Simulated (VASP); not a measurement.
A run of VASP 6.6.1:

The input INCAR:

```
SYSTEM = In2Te2S
PREC     = Accurate       ! precision mode
ENCUT    = 520            ! plane-wave cutoff, eV
EDIFF    = 1E-7           ! SCF threshold, eV
ISMEAR   = 0              ! smearing method
SIGMA    = 0.1            ! smearing width, eV
LREAL    = .FALSE.        ! projectors in reciprocal space
LASPH    = .TRUE.         ! aspherical terms in the spheres
NELM     = 100            ! most SCF steps
ALGO     = Normal         ! electronic algorithm
ISIF     = 2              ! what is computed and relaxed
LWAVE    = .FALSE.        ! write WAVECAR
LCHARG   = .FALSE.        ! write CHGCAR
GGA      = PE             ! functional
NBANDS   = 30             ! bands
```

File KPOINTS:

```
regular mesh
0
G
  6 6 2
  0 0 0
```

File POSCAR:

```
In2Te2S
1.0
    4.4675260300      0.0000000000      0.0000000000
   -2.2337630100      3.8689910300      0.0000000000
    0.0000000000      0.0000000000      7.8590392800
In Te S
2 2 1
Direct
    0.6666666700      0.3333333300      0.7115232900
    0.3333333300      0.6666666700      0.2884767100
    0.6666666700      0.3333333300      0.3743899500
    0.3333333300      0.6666666700      0.6256100500
    0.0000000000      0.0000000000      0.0000000000
```

Potentials or basis: VASP PAW PBE potentials, release 64 (In_d, Te, S).

Launch:

```sh
$ cat potpaw_PBE.64/In_d/POTCAR potpaw_PBE.64/Te/POTCAR potpaw_PBE.64/S/POTCAR > POTCAR
$ mpirun -np 1 vasp_std > vasp.out
```

Hardware: 1 thread of Intel Xeon 8259CL (shared host).

Q: How long does it take, and how much memory?

A: It took 93 s on 1 thread of Intel Xeon 8259CL (shared host), peak memory 0.29 GiB. Counts: scf iterations 17, k points 14.
